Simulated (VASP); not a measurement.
# Cu (P6_3/mmc) in VASP: a series of runs, part 2 of 2

VASP 6.6.1.

## (3) Single point, PBE (strain -0.025 along x and y, -0.025 along z)

Contents of INCAR:

```
SYSTEM = Cu
ALGO = Fast
EDIFF = 1E-7
ENCUT = 520
GGA = PE
ISIF = 2
ISMEAR = 0
LASPH = .True.
LCHARG = .False.
LREAL = .False.
LWAVE = .False.
NBANDS = 18
NELM = 80
PREC = Accurate
SIGMA = 0.15
```

Contents of KPOINTS:

```
k-points
0
Gamma
  24 24 12
  0 0 0
```

Contents of POSCAR:

```
Cu
1.0
    2.4707442531      0.0000000000      0.0000000000
   -1.2353721265      2.1397272894      0.0000000000
    0.0000000000      0.0000000000      4.0097567250
Cu
2
Direct
    0.3333333333      0.6666666667      0.2500000000
    0.6666666667      0.3333333333      0.7500000000
```

Potentials or basis: VASP PAW PBE potentials, release 64 (Cu).

Command:

```sh
> cat potpaw_PBE.64/Cu/POTCAR > POTCAR
> mpirun -np 1 vasp_std > vasp.out
```

It took 79 s on 1 thread of Intel Xeon 6975P-C (Granite Rapids), shared host; peak memory 0.24 GiB.

It converged, with:

* Free energy: -7.2566 eV
* Pressure: 23.6 GPa
* Band gap on the k mesh: zero (band 11 reaches 13.30 eV, above the bottom of band 12 at 6.89 eV)

Stress tensor (GPa, compression positive):
```
22.79  0.00  0.00
 0.00 22.79  0.00
 0.00  0.00 25.29
```

Levels at points of the mesh, in eV from the Fermi level:
```
           k point  band 9  band 10  band 11  band 12  band 13  band 14
(0.00, 0.00, 0.00)   -2.75    -1.85    -1.85    -1.25     4.44    22.14
(0.50, 0.00, 0.00)   -1.68    -1.63    -0.01     1.78     8.33     8.86
(0.00, 0.00, 0.50)   -2.11    -2.11    -2.11    -2.11    13.57    13.57
(0.50, 0.00, 0.50)   -1.68    -1.68     0.38     0.38     5.45     5.45
```

Caveat: the cell differs from its parent crystal (strain -0.025 along x and y, -0.025 along z).

## (4) Single point, PBE (strain -0.050 along x and y, +0.050 along z)

Contents of INCAR:

```
SYSTEM = Cu
  PREC = Accurate
  ENCUT = 520
  EDIFF = 1E-6
  ISMEAR = 0
  SIGMA = 0.15
  LREAL = .False.
  LASPH = .True.
  NELM = 80
  ALGO = Fast
  ISIF = 2
  LWAVE = .False.
  LCHARG = .True.
  GGA = PE
  LELF = .True.
  LVHAR = .True.
  NBANDS = 18
```

Contents of KPOINTS:

```
Automatic mesh
0
Gamma
  24 24 12
  0 0 0
```

Contents of POSCAR:

```
Cu
1.0
    2.4073918363      0.0000000000      0.0000000000
   -1.2036959182      2.0848624871      0.0000000000
    0.0000000000      0.0000000000      4.3181995500
Cu
2
Direct
    0.3333333333      0.6666666667      0.2500000000
    0.6666666667      0.3333333333      0.7500000000
```

Command:

```sh
> cat potpaw_PBE.64/Cu/POTCAR > POTCAR
> mpirun -np 1 vasp_std > vasp.out
```

It took 68 s on 1 thread of Intel Xeon 6975P-C (Granite Rapids), shared host; peak memory 0.23 GiB.

It converged, with:

| Item | Value |
| --- | --- |
| Free energy | -7.2271 eV |
| Pressure | 20.4 GPa |
| Band gap on the k mesh | zero (band 11 reaches 13.51 eV, above the bottom of band 12 at 6.65 eV) |

Stress tensor (GPa, compression positive):
```
28.03  0.00  0.00
 0.00 28.03  0.00
 0.00  0.00  5.18
```

Levels at points of the mesh, in eV from the Fermi level:
```csv
k point,band 8,band 9,band 10,band 11,band 12,band 13,band 14,band 15
"(0.00, 0.00, 0.00)",-2.47,-2.47,-2.14,-1.88,-1.88,2.87,21.37,23.35
"(0.50, 0.00, 0.00)",-1.85,-1.61,-1.55,0.13,2.01,7.76,7.98,10.72
"(0.00, 0.00, 0.50)",-3.31,-2.11,-2.11,-2.11,-2.11,10.74,10.74,24.01
"(0.50, 0.00, 0.50)",-2.09,-1.58,-1.58,0.47,0.47,5.58,5.58,16.61
```

Caveat: the cell differs from its parent crystal (strain -0.050 along x and y, +0.050 along z).

## (5) Single point, PBE (strain +0.000 along x and y, -0.050 along z)

Contents of INCAR:

```
SYSTEM = Cu
PREC = Accurate
ENCUT = 520
EDIFF = 1E-7
ISMEAR = 0
SIGMA = 0.15
LREAL = .False.
LASPH = .True.
NELM = 80
ALGO = Fast
ISIF = 2
LWAVE = .False.
LCHARG = .False.
GGA = PE
NBANDS = 18
```

KPOINTS is that of step 4.

Contents of POSCAR:

```
Cu
1.0
    2.5340966698      0.0000000000      0.0000000000
   -1.2670483349      2.1945920917      0.0000000000
    0.0000000000      0.0000000000      3.9069424500
Cu
2
Direct
    0.3333333333      0.6666666667      0.2500000000
    0.6666666667      0.3333333333      0.7500000000
```

Command:

```sh
> cat potpaw_PBE.64/Cu/POTCAR > POTCAR
> mpirun -np 1 vasp_std > vasp.out
```

Wall time 82 s (1 thread of Intel Xeon 6975P-C (Granite Rapids), shared host); peak memory 0.24 GiB.

The run converged. Its results:

* Free energy: -7.2868 eV
* Pressure: 18.6 GPa
* Band gap on the k mesh: zero (band 11 reaches 12.63 eV, above the bottom of band 12 at 6.60 eV)

Stress tensor (GPa, compression positive):
```
13.92  0.00  0.00
 0.00 13.92  0.00
 0.00  0.00 27.95
```

Levels at points of the mesh, in eV from the Fermi level:
| k point | band 9 | band 10 | band 11 | band 12 | band 13 | band 14 |
| --- | --- | --- | --- | --- | --- | --- |
| (0.00, 0.00, 0.00) | -2.87 | -1.84 | -1.84 | -0.66 | 5.04 | 21.21 |
| (0.50, 0.00, 0.00) | -1.70 | -1.61 | -0.15 | 1.49 | 8.45 | 9.13 |
| (0.00, 0.00, 0.50) | -2.08 | -2.08 | -2.08 | -2.08 | 14.74 | 14.74 |
| (0.50, 0.00, 0.50) | -1.75 | -1.75 | 0.33 | 0.33 | 5.16 | 5.16 |

Caveat: the cell differs from its parent crystal (strain +0.000 along x and y, -0.050 along z).

## (6) Single point, PBE (strain -0.025 along x and y, +0.000 along z)

Contents of INCAR:

```
  PREC = Accurate
  ENCUT = 520
  EDIFF = 1E-6
  ISMEAR = 0
  SIGMA = 0.15
  LREAL = F
  LASPH = T
  NELM = 100
  ALGO = Fast
  ISIF = 2
  LWAVE = F
  LCHARG = T
  GGA = PE
  LELF = T
  LVHAR = T
  NBANDS = 18
```

Contents of KPOINTS:

```
regular mesh
0
Gamma
  24 24 12
```

Contents of POSCAR:

```
Cu
1.0
    2.4707442531      0.0000000000      0.0000000000
   -1.2353721265      2.1397272894      0.0000000000
    0.0000000000      0.0000000000      4.1125710000
Cu
2
Direct
    0.3333333333      0.6666666667      0.2500000000
    0.6666666667      0.3333333333      0.7500000000
```

Potentials or basis: VASP PAW PBE potentials, release 64 (Cu).

Command:

```sh
> cat potpaw_PBE.64/Cu/POTCAR > POTCAR
> mpirun -np 1 vasp_std > vasp.out
```

OUTCAR:

```text
PREC = Accurate
   ENCUT = 520
   EDIFF = 1E-6
   ISMEAR = 0
   LREAL = F
   LASPH = T
   NELM = 100
   ISIF = 2
   GGA = PE

 ion  position               nearest neighbor table
   1  0.333  0.667  0.250-   2 2.50   2 2.50   2 2.50   2 2.50   2 2.50   2 2.50
   2  0.667  0.333  0.750-   1 2.50   1 2.50   1 2.50   1 2.50   1 2.50   1 2.50

  LATTYP: Found a hexagonal cell.
 ALAT       =     2.4707442531
 C/A-ratio  =     1.6645069577

  Lattice vectors:

 A1 = (   2.4707442531,   0.0000000000,   0.0000000000)
 A2 = (  -1.2353721265,   2.1397272894,   0.0000000000)
 A3 = (   0.0000000000,   0.0000000000,   4.1125710000)

Analysis of symmetry for initial positions (statically):
=====================================================================
 Subroutine PRICEL returns:
 Original cell was already a primitive cell.

 Routine SETGRP: Setting up the symmetry group for a
 hexagonal supercell.

 Subroutine GETGRP returns: Found 24 space group operations
 (whereof 12 operations were pure point group operations)
 out of a pool of 24 trial point group operations.

[... 156 lines left out ...]

 Free energy of the ion-electron system (eV)
  ---------------------------------------------------
  ext. energy  EPLUGINS =         0.00000000
  ---------------------------------------------------
  free energy    TOTEN  =        -7.32520682 eV

  energy without entropy =       -7.31829047  energy(sigma->0) =       -7.32174864

 E-fermi :   8.6495     XC(G=0): -13.2140

 val. band max:        8.6449534767   @ k =   0.2917   0.2083   0.2500
 cond. band min:       8.6565638931   @ k =   0.5000  -0.0000   0.0833
 fundamental gap:      0.0116104163
 Fermi energy:         8.6494887326

 k-point     1 :       0.0000    0.0000    0.0000
  band No.  band energies     occupation
      1      -1.3422      2.00000
      2       3.0495      2.00000
      3       5.2838      2.00000
      4       5.4234      2.00000
      5       5.4234      2.00000
      6       5.6443      2.00000
[... 481 lines left out ...]
      5       5.3840      2.00000
      6       5.4078      2.00000
[... 10 lines left out ...]
     17      22.2623      0.00000
     18      29.6602      0.00000

 [... further k-points ...]
[... 5 lines left out ...]
  --------------------------------------------------------------------------------------
  -------------------------------------------------------------------------------------
  Total        2.5873891      2.5873891      2.0594347      0.0000000     -0.0000000     -0.0000000
  in kB      190.6657557    190.6657557    151.7605799      0.0000000     -0.0000000     -0.0000000
  external PRESSURE =     177.6973638 kB  Pullay stress =       0.0000000 kB

 VOLUME and BASIS-vectors are now :
 -----------------------------------------------------------------------------
  energy-cutoff  :      520.00
  volume of cell :       21.74
      direct lattice vectors                 reciprocal lattice vectors
     2.470744253  0.000000000  0.000000000     0.404736346  0.233674638  0.000000000
    -1.235372126  2.139727289  0.000000000     0.000000000  0.467349276  0.000000000
     0.000000000  0.000000000  4.112571000     0.000000000  0.000000000  0.243156896

 POSITION                                       TOTAL-FORCE (eV/Angst)
 -----------------------------------------------------------------------------------
     -0.00000      1.42648      1.02814        -0.000000      0.000000      0.000000
      1.23537      0.71324      3.08443         0.000000     -0.000000      0.000000
 -----------------------------------------------------------------------------------
    total drift:                               -0.000000      0.000000     -0.000000

  FREE ENERGIE OF THE ION-ELECTRON SYSTEM (eV)
  ---------------------------------------------------
  free  energy   TOTEN  =        -7.3252068185 eV

  energy  without entropy=       -7.3182904655  energy(sigma->0) =       -7.32174864
```

Wall time 66 s (1 thread of Intel Xeon 6975P-C (Granite Rapids), shared host); peak memory 0.24 GiB.

What came out:

| Quantity | Value |
| --- | --- |
| Free energy | -7.3252 eV |
| Pressure | 17.8 GPa |
| Band gap on the k mesh | zero (band 11 reaches 13.02 eV, above the bottom of band 12 at 6.58 eV) |

Caveat: the cell differs from its parent crystal (strain -0.025 along x and y, +0.000 along z).

## (7) Summary

| cell | further INCAR settings | gap on the mesh (eV) | pressure (GPa) |
| --- | --- | --- | --- |
| a = 2.407, b = 2.407, c = 4.215 Å, angles 90.0, 90.0, 120.0°, 2 atoms | ALGO = Fast; EDIFF = 1e-06; NBANDS = 18 | none | 25.2 |
| a = 2.471, b = 2.471, c = 4.010 Å, angles 90.0, 90.0, 120.0°, 2 atoms | ALGO = Fast; EDIFF = 1e-07; NBANDS = 18 | none | 23.6 |
| a = 2.407, b = 2.407, c = 4.318 Å, angles 90.0, 90.0, 120.0°, 2 atoms | ALGO = Fast; EDIFF = 1e-06; NBANDS = 18 | none | 20.4 |
| a = 2.534, b = 2.534, c = 3.907 Å, angles 90.0, 90.0, 120.0°, 2 atoms | ALGO = Fast; EDIFF = 1e-07; NBANDS = 18 | none | 18.6 |
| a = 2.471, b = 2.471, c = 4.113 Å, angles 90.0, 90.0, 120.0°, 2 atoms | ALGO = Fast; EDIFF = 1e-06; NBANDS = 18 | none | 17.8 |

Alike in all rows: task single point; level PBE; potentials or basis VASP PAW PBE potentials, release 64 (Cu); no spin polarisation; k mesh 24 × 24 × 12; cutoff (eV) 520; smearing gaussian 0.15 eV.

Total energies depend on the potentials used, so only differences within one code and one set of settings carry meaning.
